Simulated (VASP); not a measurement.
The system is Ir.

```
Ir
1.0
     0.00000    1.91974    1.91974
     1.91974    0.00000    1.91974
     1.91974    1.91974    0.00000
Ir
1
Direct
  0.00000 0.00000 0.00000
```

* Program: VASP 6.6.1
* Task: relaxation of cell and atoms
* Functional: LDA
* Potentials or basis: VASP PAW LDA potentials, release 64 (Ir)
* Cutoff: 600 eV
* k mesh: 19 × 19 × 19
* Occupations: fermi-dirac, width 0.08 eV
* Spin: no spin polarisation

At the start: pressure -5.8 GPa; volume 14.15 Å³/atom.

**Question.** Where does the relaxation end?

**Answer.** Over 4 steps the energy falls by 3.9 meV/atom and the volume is 13.94 Å³/atom (-1.5 %); space group Fm-3m (No. 225, to 0.1 Å) before and after.

The path:
| step | energy change (eV) | largest force (eV/Å) | pressure (GPa) | volume (Å³) |
| --- | --- | --- | --- | --- |
| 1 | 0.0000 | 0.0000 | -5.80 | 14.15 |
| 2 | 0.0634 | 0.0000 | 28.15 | 13.13 |
| 3 | -0.0039 | 0.0000 | -0.17 | 13.95 |
| 4 | -0.0039 | 0.0000 | -0.02 | 13.94 |

Final structure:
```
Ir
1.0
     0.00000    1.91021    1.91021
     1.91021    0.00000    1.91021
     1.91021    1.91021    0.00000
Ir
1
Cartesian
  0.0000 0.0000 0.0000
```
